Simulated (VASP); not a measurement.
HfN, 2 atoms in the cell. Symmetry: Fm-3m, No. 225, cubic system. The conventional cell has a = 4.292 Å, b = 4.292 Å, c = 4.292 Å, α = 90.00°, β = 90.00°, γ = 90.00°. Hf (site symmetry m-3m) has 6 N at 2.15 Å within 2.8 Å. Within 2.8 Å of N (site symmetry m-3m) lie 6 Hf at 2.15 Å.  This cell differs from its parent crystal: strain -0.050 along x and y, -0.050 along z.

```yaml
Program: VASP 6.6.1
Task: single point
Functional: PBEsol
Potentials_or_basis: VASP PAW PBE potentials, release 64 (Hf_pv, N)
Cutoff: 520 eV
k_mesh: 18 × 18 × 18
Occupations: gaussian, width 0.15 eV
Spin: no spin polarisation
Dipole_correction: no
Further_INCAR_settings: ALGO = Normal; EDIFF = 1e-06; NBANDS = 14
```

Potentials or basis: VASP PAW PBE potentials, release 64 (Hf_pv, N).

Run with:

```console
$ cat potpaw_PBE.64/Hf_pv/POTCAR potpaw_PBE.64/N/POTCAR > POTCAR
$ mpirun -np 1 vasp_std > vasp.out
```

Hardware: 1 thread of Intel Xeon 8259CL, on a shared host.

Task: Estimate the wall time of this run.

Result: Wall time 52 s on 1 thread of Intel Xeon 8259CL, with other jobs on the host, peak memory 0.19 GiB. Counts: scf iterations 12, k points 195.
